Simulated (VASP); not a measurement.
Crystal: Al2O3.

```
Al O
1.0
     2.88432    0.00000    0.00000
    -1.44216    2.49790    0.00000
     0.00000    0.00000    9.33675
Al O
2 3
Direct
  0.00000 0.00000 0.85001
  0.00000 0.00000 0.14999
  0.33333 0.66667 0.77768
  0.66667 0.33333 0.00000
  0.33333 0.66667 0.22232
```

```yaml
Program: VASP 6.6.1
Task: relaxation of cell and atoms
Functional: PBEsol
Potentials_or_basis: VASP PAW PBE potentials, release 64 (Al, O)
Cutoff: 600 eV
k_mesh: 11 × 11 × 3
Occupations: fermi-dirac, width 0.05 eV
Spin: no spin polarisation
```

At the start: pressure -2.9 GPa; volume 13.45 Å³/atom.

How do energy, volume and symmetry change on relaxing?

Over 34 steps the energy falls by 6.4 meV/atom and the volume is 11.12 Å³/atom (-17.4 %); space group P-6m2 (No. 187, to 0.05 Å).

The path:
```
step  energy change (eV)  largest force (eV/Å)  pressure (GPa)  volume (Å³)
   1              0.0000                0.1463           -2.92        67.27
   2             -0.0011                0.3400            2.87        64.91
   3             -0.0123                0.1655           -0.05        66.05
   4             -0.0126                0.1617           -0.02        65.84
   5             -0.0133                0.0157           -0.04        65.93
   6             -0.0134                0.0173           -0.02        65.90
   7             -0.0135                0.0191            0.03        65.82
   8             -0.0137                0.0216            0.13        65.66
   9             -0.0140                0.0265            0.33        65.32
  10             -0.0143                0.0399            0.76        64.67
  11             -0.0143                0.0402            0.75        64.66
  12             -0.0143                0.0409            0.75        64.66
  13             -0.0143                0.0388            0.75        64.64
  14             -0.0144                0.0384            0.75        64.61
  15             -0.0145                0.0355            0.75        64.54
  16             -0.0148                0.0291            0.75        64.42
  17             -0.0152                0.0196            0.74        64.16
  18             -0.0161                0.0443            0.75        63.65
  19             -0.0177                0.0956            0.79        62.63
  20             -0.0199                0.2053            0.97        60.59
  21             -0.0183                0.4574            1.94        56.54
  22             -0.0201                0.3279            1.54        58.78
  23             -0.0210                0.3204            1.45        58.55
  24             -0.0232                0.3021            1.23        57.84
  25             -0.0265                0.2734            0.83        56.44
  26             -0.0266                0.2474            0.41        53.61
  27             -0.0278                0.2770            0.78        55.25
  28             -0.0279                0.2673            0.64        54.58
  29             -0.0296                0.1883            0.63        54.77
  30             -0.0317                0.0488            0.60        55.34
  31             -0.0321                0.0291            0.23        55.49
  32             -0.0321                0.0147           -0.04        55.59
  33             -0.0321                0.0140           -0.05        55.60
  34             -0.0322                0.0077           -0.04        55.59
```

Final structure:
```yaml
crystal:
  lattice:
    - [2.86377, 0.00000, 0.00000]
    - [-1.43189, 2.48010, 0.00000]
    - [0.00000, 0.00000, 7.82728]
  atoms:
    - { symbol: Al, position: [0.00000, 0.00000, 0.82278] }
    - { symbol: Al, position: [0.00000, 0.00000, 0.17722] }
    - { symbol: O, position: [0.33333, 0.66667, 0.73634] }
    - { symbol: O, position: [0.66667, 0.33333, 0.00000] }
    - { symbol: O, position: [0.33333, 0.66667, 0.26366] }
```

Caveat: the volume moved by over 15 % at a fixed basis, so the end points are rough; the PAW data sets were made with another functional, which shifts forces and pressure a little.
